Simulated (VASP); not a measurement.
Set up this calculation in VASP 6.6.1, as the native input.

| Item | Value |
| --- | --- |
| Task | single point |
| Functional | PBE |
| Potentials or basis | VASP PAW PBE potentials, release 64 (Lu, Hf_pv, O) |
| Cutoff | 520 eV |
| k mesh | 6 × 6 × 6 |
| Occupations | gaussian, width 0.1 eV |
| Spin | no spin polarisation |
| Dipole correction | no |
| Further INCAR settings | ALGO = Normal; EDIFF = 1e-06; NBANDS = 32 |

The structure of LuHfO2 lies in POSCAR:

```
LuHfO2
1.0
    1.5744862500      0.9090300600      6.2271407600
   -1.5744862500      0.9090300600      6.2271407600
    0.0000000000     -1.8180601300      6.2271407600
Lu Hf O
1 1 2
Direct
    0.5000000000      0.5000000000      0.5000000000
    0.0000000000      0.0000000000      0.0000000000
    0.2739999900      0.2739999900      0.2739999900
    0.7260000100      0.7260000100      0.7260000100
```

The cell was generated, and may not be a known phase.

The input as run:

INCAR

```
SYSTEM = LuHfO2
  ALGO = Normal
  EDIFF = 1E-6
  ENCUT = 520
  GGA = PE
  ISIF = 2
  ISMEAR = 0
  LASPH = .TRUE.
  LCHARG = .FALSE.
  LREAL = .FALSE.
  LWAVE = .FALSE.
  NBANDS = 32
  NELM = 100
  PREC = Accurate
  SIGMA = 0.1
```

KPOINTS

```
k-points
0
G
  6 6 6
  0 0 0
```

Potentials or basis: VASP PAW PBE potentials, release 64 (Lu, Hf_pv, O).

The run is started by

```sh
$ cat potpaw_PBE.64/Lu/POTCAR potpaw_PBE.64/Hf_pv/POTCAR potpaw_PBE.64/O/POTCAR > POTCAR
$ mpirun -np 1 vasp_std > vasp.out
```

It gave:

```yaml
Pressure: 10.1 GPa
Largest_force: 1.168 eV/Å
Band_gap_on_the_k_mesh: zero (an odd number of electrons rules out a gap without spin polarisation)
```

Caveat: the k points lie up to 0.39 Å⁻¹ apart, too coarse for converged energies and pressures of a metal; spin-orbit coupling is left out, which moves the levels of the heavy elements; an odd number of electrons without spin polarisation forces a metal; a magnetic or distorted state may lie lower.

It took 2.2 min on 1 thread of Intel(R) Xeon(R) Platinum 8488C (Sapphire Rapids), on a shared host, peak memory 0.37 GiB.
